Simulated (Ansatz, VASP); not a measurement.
One calculation of MoS, two programs

```
Mo S
1.0
     3.14312    0.00000    0.00000
    -1.57156    2.72202    0.00000
     0.00000    0.00000   21.28329
Mo S
2 2
Direct
  0.66667 0.33333 0.36562
  0.33333 0.66667 0.63437
  0.33333 0.66667 0.43444
  0.00000 0.00000 0.56555
```

Alike in both runs: functional PBEsol; k mesh 9 × 9 × 1; occupations gaussian, width 0.05 eV; no spin polarisation.

Ansatz relaxed the structure, and its values are those at the end. VASP's run is a single point on that final structure, the one shown.

|  | VASP | Ansatz |
| --- | --- | --- |
| version | VASP 6.6.1 | Ansatz 0.2.0 |
| potentials or method | VASP PAW PBE potentials, release 64 (Mo_sv, S), cutoff 520 eV | scalar-relativistic, plane waves, PAW |
| valence electrons in the cell | 40 | 40 |

Ansatz gave:

| Quantity | Value |
| --- | --- |
| gap on the k mesh at the Fermi level (eV) | none |
| rms of the force components (eV/Å) | 0.006 |

Q: Estimate VASP's values.

A: gap on the k mesh at the Fermi level (eV): none; rms of the force components (eV/Å): 0.010.

VASP's potentials were made for PBE, not for PBEsol. A gap of «none» marks a metal or a gap that the smearing closes. Ansatz's warnings: xc potential rough in thin density.
